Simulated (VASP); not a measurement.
Crystal: Ru2Pb.

```xyz
3
Lattice="1.7773 1.0261 5.3680 -1.7773 1.0261 5.3680 0.0000 -2.0523 5.3680" Properties=species:S:1:pos:R:3 pbc="T T T"
Ru    0.0000    0.0000   12.0781
Ru    0.0000    0.0000    4.0260
Pb    0.0000    0.0000    0.0000
```

| Property | Result |
| --- | --- |
| Program | VASP 6.6.1 |
| Task | relaxation of cell and atoms |
| Functional | PBE |
| Potentials or basis | VASP PAW PBE potentials, release 64 (Ru_pv, Pb_d) |
| Cutoff | 600 eV |
| k mesh | 6 × 6 × 6 |
| Occupations | gaussian, width 0.1 eV |
| Spin | no spin polarisation |

At the start: pressure 27.6 GPa; volume 19.58 Å³/atom.

Q: How do energy, volume and symmetry change on relaxing?

A: Over 41 steps the energy falls by 1502.1 meV/atom and the volume is 22.15 Å³/atom (+13.1 %); space group R-3m (No. 166, to 0.05 Å).

Step by step:
```tsv
step	energy change (eV)	largest force (eV/Å)	pressure (GPa)	volume (Å³)
1	0.0000	5.8456	27.61	58.74
3	-1.4384	1.8639	-8.71	71.21
5	-1.4542	2.1772	-6.20	69.47
7	-3.4574	1.2495	28.32	51.18
9	-3.5436	2.0821	17.05	53.25
11	-3.9783	0.2368	19.02	54.23
13	-4.3164	0.6708	-4.12	62.98
15	-4.3364	0.4750	-0.64	61.08
17	-4.3674	0.3212	-0.11	61.27
19	-4.4168	0.3288	4.64	61.98
21	-4.4416	0.0699	1.49	62.57
23	-4.4471	0.1435	0.08	63.67
25	-4.4547	0.2407	-0.31	64.25
27	-4.4879	0.4291	-2.14	66.87
29	-4.4889	0.4263	-2.38	67.17
31	-4.4904	0.3826	-2.63	67.58
33	-4.4942	0.2239	-2.52	67.86
35	-4.4963	0.1490	-2.30	67.82
37	-4.5058	0.0145	-0.46	66.69
39	-4.5061	0.0139	-0.08	66.47
41	-4.5063	0.0070	-0.08	66.45
```

Final structure:
```xyz
3
Lattice="1.9420 1.1212 5.0863 -1.9420 1.1212 5.0863 0.0000 -2.2424 5.0863" Properties=species:S:1:pos:R:3 pbc="T T T"
Ru    0.0000    0.0000   12.3474
Ru    0.0000    0.0000    2.9114
Pb    0.0000    0.0000    0.0000
```
